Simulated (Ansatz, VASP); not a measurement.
## One calculation of NbAl2C2, two programs

```
Al Nb C
1.0
     2.63774    0.00000    0.00000
    -1.31887    2.28435    0.00000
     0.00000    0.00000   13.97744
Al Nb C
2 1 2
Direct
  0.66667 0.33333 0.82026
  0.66667 0.33333 0.17974
  0.00000 0.00000 0.00000
  0.00000 0.00000 0.50000
  0.33333 0.66667 0.50000
```

Alike in both runs: task relaxation of cell and atoms; functional PBE; k mesh 18 × 18 × 4; occupations gaussian, width 0.1 eV; no spin polarisation.

|  | VASP | Ansatz |
| --- | --- | --- |
| version | VASP 6.6.1 | Ansatz 0.2.0 |
| potentials or method | VASP PAW PBE potentials, release 64 (Al, Nb_sv, C), cutoff 600 eV | scalar-relativistic, plane waves, PAW |
| valence electrons in the cell | 27 | 27 |

|  | VASP | Ansatz | Ansatz less VASP |
| --- | --- | --- | --- |
| gap on the k mesh at the Fermi level, each at its own relaxed structure (eV) | none | none | - |
| relaxed volume (Å³/atom) | 16.83 | 16.84 | +0.016 |
| relaxed cell length with the largest relative difference (Å) | 13.971 | 13.977 | +0.0068 |

A gap of «none» marks a metal or a gap that the smearing closes.
